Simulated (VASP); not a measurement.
# Cd: single point with PBE+D3(BJ)

Crystal: Cd.

```
CELL_PARAMETERS angstrom
3.03729 0.00000 0.00000
-1.51865 2.63037 0.00000
0.00000 0.00000 5.72783
ATOMIC_POSITIONS crystal
Cd 0.66667 0.33333 0.75000
Cd 0.33333 0.66667 0.25000
```

- Program: VASP 6.6.1
- Task: single point
- Functional: PBE
- Dispersion: D3(BJ)
- Potentials or basis: VASP PAW PBE potentials, release 64 (Cd)
- Cutoff: 520 eV
- k mesh: 8 × 8 × 4
- Occupations: methfessel-paxton, width 0.025 eV
- Spin: non-collinear spin, zero start, spin-orbit coupling
- Starting moments: [[0.0, 0.0, 0.0], [0.0, 0.0, 0.0]] μB
- Dipole correction: no
- Further INCAR settings: ALGO = Fast; EDIFF = 1e-06; NBANDS = 36

```yaml
Pressure: -2.6 GPa
Net_moment: 0.00 μB per cell
Valence_electrons_inside_the_program's_atomic_spheres: Cd 10.29
Dispersion_energy_per_atom: -0.418 eV
```

Stress tensor (GPa, compression positive):
```
-1.77  0.00  0.00
 0.00 -1.77  0.00
 0.00  0.00 -4.26
```

Moments on the atoms (μB; x, y, z):
```
Cd  0.00 0.00 0.00
Cd  0.00 0.00 0.00
```

It took 57 s on 1 thread of Intel(R) Xeon(R) 6975P-C (Granite Rapids), on a shared host, peak memory 0.31 GiB.

Caveat: three body term missing.
